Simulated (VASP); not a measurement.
# Si2Sn (P4/mmm) in VASP: further runs

The runs below take Si2Sn through single point, with PBE.

Everything below comes from runs of VASP 6.6.1. Logs are shortened: lines on timing, memory, paths and dates and some standing lists are left out, and cuts for length are marked.

## Step 1: The cell of the first run

It takes space group P4/mmm (No. 123, tetragonal). The conventional cell has a = 3.655 Å, b = 3.655 Å, c = 4.215 Å, α = 90.00°, β = 90.00°, γ = 90.00°. Within 2.8 Å of Si (site symmetry 4/mmm) lie 2 Si at 2.11 Å. Si (site symmetry 4/mmm) has 2 Si at 2.11 Å and 4 Sn at 2.58 Å within 2.8 Å. Within 3.4 Å of Sn (site symmetry 4/mmm) lie 12 Si at 2.58 to 3.33 Å.

The cell was generated, and may not be a known phase.

## Step 2: Single point, PBE

Input file INCAR:

```
PREC = Accurate ; ENCUT = 520
EDIFF = 1E-6 ; ISMEAR = 0
SIGMA = 0.1 ; LREAL = False
LASPH = True ; NELM = 100
ALGO = Normal ; ISIF = 2
LWAVE = False ; LCHARG = False
GGA = PE ; NBANDS = 18
```

Input file KPOINTS:

```
regular mesh
0
Gamma
  6 6 4
```

Input file POSCAR:

```
Si2Sn
1.0
    3.6545614500      0.0000000000      0.0000000000
    0.0000000000      3.6545614500      0.0000000000
    0.0000000000      0.0000000000      4.2154062100
Si Sn
2 1
Direct
    0.5000000000      0.5000000000      0.0000000000
    0.5000000000      0.5000000000      0.5000000000
    0.0000000000      0.0000000000      0.5000000000
```

Potentials or basis: VASP PAW PBE potentials, release 64 (Si, Sn_d).

Launch:

```console
$ cat potpaw_PBE.64/Si/POTCAR potpaw_PBE.64/Sn_d/POTCAR > POTCAR
$ mpirun -np 1 vasp_std > vasp.out
```

OUTCAR:

```text
PREC = Accurate
   ENCUT = 520
   EDIFF = 1E-6
   ISMEAR = 0
   LREAL = False
   LASPH = True
   NELM = 100
   ISIF = 2
   GGA = PE

 ion  position               nearest neighbor table
   1  0.500  0.500  0.000-   2 2.11   2 2.11   3 3.33   3 3.33   3 3.33   3 3.33   3 3.33   3 3.33
                             3 3.33   3 3.33
   2  0.500  0.500  0.500-   1 2.11   1 2.11   3 2.58   3 2.58   3 2.58   3 2.58
   3  0.000  0.000  0.500-   2 2.58   2 2.58   2 2.58   2 2.58   1 3.33   1 3.33   1 3.33   1 3.33
                             1 3.33   1 3.33   1 3.33   1 3.33

  LATTYP: Found a simple tetragonal cell.
 ALAT       =     3.6545614500
 C/A-ratio  =     1.1534643124

  Lattice vectors:

 A1 = (   3.6545614500,   0.0000000000,   0.0000000000)
 A2 = (   0.0000000000,   3.6545614500,   0.0000000000)
 A3 = (   0.0000000000,   0.0000000000,   4.2154062100)

Analysis of symmetry for initial positions (statically):
=====================================================================
 Subroutine PRICEL returns:
 Original cell was already a primitive cell.

 Routine SETGRP: Setting up the symmetry group for a
 simple tetragonal supercell.

 Subroutine GETGRP returns: Found 16 space group operations
 (whereof 16 operations were pure point group operations)
 out of a pool of 16 trial point group operations.

The static configuration has the point symmetry D_4h.

Analysis of symmetry for dynamics (positions and initial velocities):
=====================================================================
 Subroutine PRICEL returns:
 Original cell was already a primitive cell.

 Routine SETGRP: Setting up the symmetry group for a
 simple tetragonal supercell.

 Subroutine GETGRP returns: Found 16 space group operations
 (whereof 16 operations were pure point group operations)
 out of a pool of 16 trial point group operations.

The dynamic configuration has the point symmetry D_4h.

 Subroutine INISYM returns: Found 16 space group operations
 (whereof 16 operations are pure point group operations),
 and found     1 'primitive' translations

----------------------------------------------------------------------------------------

                                     Primitive cell

  volume of cell :      56.3002

  direct lattice vectors                    reciprocal lattice vectors
     3.654561450  0.000000000  0.000000000     0.273630643  0.000000000  0.000000000
     0.000000000  3.654561450  0.000000000     0.000000000  0.273630643  0.000000000
     0.000000000  0.000000000  4.215406210     0.000000000  0.000000000  0.237225062

  length of vectors
     3.654561450  3.654561450  4.215406210     0.273630643  0.273630643  0.237225062

  position of ions in fractional coordinates (direct lattice)
     0.500000000  0.500000000  0.000000000
     0.500000000  0.500000000  0.500000000
     0.000000000  0.000000000  0.500000000

  ion indices of the primitive-cell ions
   primitive index   ion index
                 1           1
                 2           2
                 3           3

----------------------------------------------------------------------------------------

 KPOINTS: regular mesh

Automatic generation of k-mesh.
 Grid dimensions read from file:
 generate k-points for:    6    6    4

 Generating k-lattice:

  Cartesian coordinates                     Fractional coordinates (reciprocal lattice)
     0.045605107  0.000000000  0.000000000     0.166666667  0.000000000  0.000000000
     0.000000000  0.045605107  0.000000000     0.000000000  0.166666667  0.000000000
     0.000000000  0.000000000  0.059306266     0.000000000  0.000000000  0.250000000

  Length of vectors
     0.045605107  0.045605107  0.059306266

  Shift w.r.t. Gamma in fractional coordinates (k-lattice)
     0.000000000  0.000000000  0.000000000

 Subroutine IBZKPT returns following result:
 ===========================================

 Found     30 irreducible k-points:

 Following reciprocal coordinates:
            Coordinates               Weight
  0.000000  0.000000  0.000000      1.000000
  0.166667  0.000000  0.000000      4.000000
  0.333333  0.000000  0.000000      4.000000
  0.500000  0.000000  0.000000      2.000000
  0.166667  0.166667  0.000000      4.000000
  0.333333  0.166667  0.000000      8.000000
[... 16 lines left out ...]
  0.333333  0.000000  0.500000      4.000000
  0.500000  0.000000  0.500000      2.000000
 [... further k-points ...]
   k-points           NKPTS =     30   k-points in BZ     NKDIM =     30   number of bands    NBANDS=     18
   number of dos      NEDOS =    301   number of ions     NIONS =      3
   total plane-waves  NPLWV =  25088
   dimension x,y,z NGX =    28 NGY =   28 NGZ =   32
   dimension x,y,z NGXF=    56 NGYF=   56 NGZF=   64
   ions per type =               2   1
   NGX,Y,Z   is equivalent  to a cutoff of  12.74, 12.74, 12.62 a.u.
   NGXF,Y,Z  is equivalent  to a cutoff of  25.47, 25.47, 25.24 a.u.
 SYSTEM =  unknown system
   PREC   = accura    normal or accurate (medium, high low for compatibility)
   ISTART =      0    job   : 0-new  1-cont  2-samecut
   ICHARG =      2    charge: 1-file 2-atom 10-const
   ISPIN  =      1    spin polarized calculation?
   LNONCOLLINEAR =      F non collinear calculations
   LSORBIT =      F    spin-orbit coupling
   LASPH  =      T    aspherical Exc in radial PAW
   ENCUT  =  520.0 eV  38.22 Ry    6.18 a.u.   6.80  6.80  7.84*2*pi/ulx,y,z
   NELM   =    100;   NELMIN=  2; NELMDL= -5     # of ELM steps
   EDIFF  = 0.1E-05   stopping-criterion for ELM
   LREAL  =      F    real-space projection
   EDIFFG = 0.1E-04   stopping-criterion for IOM
   NSW    =      0    number of steps for IOM
   IBRION =     -1    ionic relax: 0-MD 1-quasi-New 2-CG
   NFREE  =      0    steps in history (QN), initial steepest desc. (CG)
   ISIF   =      2    stress and relaxation
   ISYM   =      2    0-nonsym 1-usesym 2-fastsym
   POTIM  = 0.5000    time-step for ionic-motion
   TEBEG  =    0.0;   TEEND  =   0.0 temperature during run
   PSTRESS=    0.0 pullay stress
   NELECT =      22.0000    total number of electrons
   NUPDOWN=      -1.0000    fix difference up-down
   EMIN   =  10.00;   EMAX   =-10.00  energy-range for DOS
   EFERMI =   0.00;   METHOD = LEGACY
   ISMEAR =     0;   SIGMA  =   0.10  broadening in eV -4-tet -1-fermi 0-gaus
   EFERMI_NEDOS =   21; number of points for ismear=-14 and -15
   IALGO  =     38    algorithm
   IMIX   =      4    mixing-type and parameters
     AMIX     =   0.40;   BMIX     =  1.00
     AMIX_MAG =   1.60;   BMIX_MAG =  1.00
  volume/ion in A,a.u.               =      18.77       126.64
  Fermi-wavevector in a.u.,A,eV,Ry     =   1.196867  2.261750 19.490204  1.432490
  Thomas-Fermi vector in A             =   2.332796
   LORBIT       =      0    0 simple, 1 ext, 2 COOP (PROOUT), +10 PAW based schemes
   GGA     = PE    functional components
   LHFCALC =     F    Hartree Fock is set to
   AEXX    =    0.0000 exact exchange contribution
   IVDW    =     0    specifies the selected vdW correction
   LEPSILON=     F    determine dielectric tensor
   LRPA    =     F    only Hartree local field effects (RPA)
 non-spin polarized calculation
 Gauss-broadening in eV      SIGMA  =   0.10
  energy-cutoff  :      520.00
  volume of cell :       56.30
 maximum number of plane-waves:      1548
 NGX is ok and might be reduce to    28
   NGX = 13   NGY = 13   NGZ = 15

 number of electron      21.9999988 magnetization

 Free energy of the ion-electron system (eV)
  ---------------------------------------------------
  ext. energy  EPLUGINS =         0.00000000
  ---------------------------------------------------
  free energy    TOTEN  =       -11.44488696 eV

  energy without entropy =      -11.43423500  energy(sigma->0) =      -11.43956098

 E-fermi :   8.9456     XC(G=0): -10.6211

 val. band max:        8.8648768271   @ k =   0.5000   0.1667   0.5000
 cond. band min:       8.9463562799   @ k =   0.3333   0.1667   0.2500
 fundamental gap:      0.0814794528
 Fermi energy:         8.9456463107

 k-point     1 :       0.0000    0.0000    0.0000
  band No.  band energies     occupation
      1     -12.8209      2.00000
      2     -12.7368      2.00000
      3     -12.7319      2.00000
      4     -12.7039      2.00000
      5     -12.7039      2.00000
      6      -4.5955      2.00000
[... 10 lines left out ...]
     17      15.2366      0.00000
     18      17.6909      0.00000

 k-point     2 :       0.1667    0.0000    0.0000
  band No.  band energies     occupation
      1     -12.8120      2.00000
      2     -12.7464      2.00000
      3     -12.7156      2.00000
      4     -12.7109      2.00000
      5     -12.7031      2.00000
      6      -4.3179      2.00000
[... 10 lines left out ...]
     17      15.3311      0.00000
     18      16.0074      0.00000

 k-point     3 :       0.3333    0.0000    0.0000
  band No.  band energies     occupation
      1     -12.7991      2.00000
      2     -12.7654      2.00000
      3     -12.7247      2.00000
      4     -12.7015      2.00000
      5     -12.6779      2.00000
      6      -3.5327      2.00000
[... 10 lines left out ...]
     17      15.5406      0.00000
     18      16.3716      0.00000

 k-point     4 :       0.5000    0.0000    0.0000
  band No.  band energies     occupation
      1     -12.7943      2.00000
      2     -12.7748      2.00000
      3     -12.7316      2.00000
      4     -12.7006      2.00000
      5     -12.6574      2.00000
      6      -2.7956      2.00000
[... 375 lines left out ...]
      4     -12.7146      2.00000
      5     -12.7074      2.00000
      6      -3.1591      2.00000
[... 10 lines left out ...]
     17      15.2047      0.00000
     18      15.3124      0.00000

 k-point    23 :       0.3333    0.0000    0.5000
  band No.  band energies     occupation
      1     -12.7868      2.00000
      2     -12.7647      2.00000
      3     -12.7323      2.00000
      4     -12.7055      2.00000
      5     -12.6758      2.00000
      6      -2.3149      2.00000
[... 10 lines left out ...]
     17      15.1706      0.00000
     18      16.8078      0.00000

 k-point    24 :       0.5000    0.0000    0.5000
  band No.  band energies     occupation
      1     -12.7824      2.00000
      2     -12.7741      2.00000
      3     -12.7402      2.00000
      4     -12.7046      2.00000
      5     -12.6546      2.00000
      6      -1.3959      2.00000
[... 10 lines left out ...]
     17      15.5493      0.00000
     18      16.4161      0.00000

 [... further k-points ...]

------------------------ aborting loop because EDIFF is reached ----------------------------------------

  FORCE on cell =-STRESS in cart. coord.  units (eV):
  Direction    XX          YY          ZZ          XY          YZ          ZX
  --------------------------------------------------------------------------------------
  -------------------------------------------------------------------------------------
  Total        6.5684881      6.5684881     12.0848660      0.0000000      0.0000000      0.0000000
  in kB      186.9244142    186.9244142    343.9081368      0.0000000      0.0000000      0.0000000
  external PRESSURE =     239.2523218 kB  Pullay stress =       0.0000000 kB

 VOLUME and BASIS-vectors are now :
 -----------------------------------------------------------------------------
  energy-cutoff  :      520.00
  volume of cell :       56.30
      direct lattice vectors                 reciprocal lattice vectors
     3.654561450  0.000000000  0.000000000     0.273630643  0.000000000  0.000000000
     0.000000000  3.654561450  0.000000000     0.000000000  0.273630643  0.000000000
     0.000000000  0.000000000  4.215406210     0.000000000  0.000000000  0.237225062

 POSITION                                       TOTAL-FORCE (eV/Angst)
 -----------------------------------------------------------------------------------
      1.82728      1.82728      0.00000         0.000000      0.000000      0.000000
      1.82728      1.82728      2.10770         0.000000      0.000000      0.000000
      0.00000      0.00000      2.10770         0.000000      0.000000      0.000000
 -----------------------------------------------------------------------------------
    total drift:                               -0.000000      0.000000      0.000000

  FREE ENERGIE OF THE ION-ELECTRON SYSTEM (eV)
  ---------------------------------------------------
  free  energy   TOTEN  =       -11.4448869553 eV

  energy  without entropy=      -11.4342350001  energy(sigma->0) =      -11.43956098
```

Run time: 24 s. Hardware: 1 thread of AMD EPYC 7R13, shared host; peak memory 0.15 GiB.

What came out:

| Item | Value |
| --- | --- |
| Free energy | -11.4449 eV |
| Pressure | 23.9 GPa |
| Band gap on the k mesh | zero (bands 11 and 12 overlap by 3.92 eV) |

Caveat: the k points lie up to 0.37 Å⁻¹ apart, too coarse for converged energies and pressures of a metal; spin-orbit coupling is left out, which moves the levels of the heavy elements.

## Step 3: Single point, PBE

This run uses another cell than the first one, of 24.14 Å³/atom.

Input file INCAR:

```
ALGO = Normal
EDIFF = 1E-7
ENCUT = 520
GGA = PE
ISIF = 2
ISMEAR = 0
LASPH = True
LCHARG = False
LREAL = False
LWAVE = False
NBANDS = 18
NELM = 80
PREC = Accurate
SIGMA = 0.1
```

Input file KPOINTS:

```
k-points
0
Gamma
  6 6 4
```

Input file POSCAR:

```
Si2Sn
1.0
    3.8629934461      0.0000000000      0.0000000000
    0.0000000000      3.8629934461      0.0000000000
    0.0000000000      0.0000000000      4.8534859054
Si Sn
2 1
Direct
    0.5000000000      0.5000000000      0.0000000000
    0.5000000000      0.5000000000      0.5000000000
    0.0000000000      0.0000000000      0.5000000000
```

Potentials or basis: VASP PAW PBE potentials, release 64 (Si, Sn_d).

Launch:

```console
$ cat potpaw_PBE.64/Si/POTCAR potpaw_PBE.64/Sn_d/POTCAR > POTCAR
$ mpirun -np 1 vasp_std > vasp.out
```

Run time: 32 s. Hardware: 1 thread of AMD EPYC 7R13, shared host; peak memory 0.16 GiB.

It converged, with:

| Property | Result |
| --- | --- |
| Free energy | -12.4836 eV |
| Pressure | -0.1 GPa |
| Band gap on the k mesh | zero (bands 11 and 12 overlap by 2.84 eV) |

Levels at points of the mesh, in eV from the Fermi level:
| k point | band 7 | band 8 | band 9 | band 10 | band 11 | band 12 | band 13 | band 14 | band 15 | band 16 |
| --- | --- | --- | --- | --- | --- | --- | --- | --- | --- | --- |
| (0.00, 0.00, 0.00) | -5.62 | -4.68 | -2.02 | -2.02 | -1.70 | 2.96 | 3.00 | 3.28 | 3.28 | 6.59 |
| (0.50, 0.00, 0.00) | -8.26 | -3.93 | -3.65 | -0.35 | -0.10 | -0.03 | 1.59 | 2.06 | 3.13 | 4.36 |
| (0.50, 0.50, 0.00) | -6.25 | -5.06 | -5.06 | -3.22 | -2.49 | 0.82 | 0.82 | 1.88 | 3.62 | 3.62 |
| (0.00, 0.00, 0.50) | -8.56 | -2.42 | -1.50 | -1.50 | 1.15 | 1.24 | 1.24 | 2.52 | 3.26 | 3.74 |
| (0.50, 0.00, 0.50) | -7.94 | -7.66 | -3.30 | 0.82 | 1.24 | 1.80 | 1.84 | 3.40 | 3.41 | 4.17 |
| (0.50, 0.50, 0.50) | -7.05 | -6.02 | -4.55 | -4.55 | -1.46 | -1.46 | -0.14 | 3.85 | 4.10 | 9.58 |

Caveat: spin-orbit coupling is left out, which moves the levels of the heavy elements.

The gap in the log of VASP goes by the Fermi energy; the results here count the filled bands.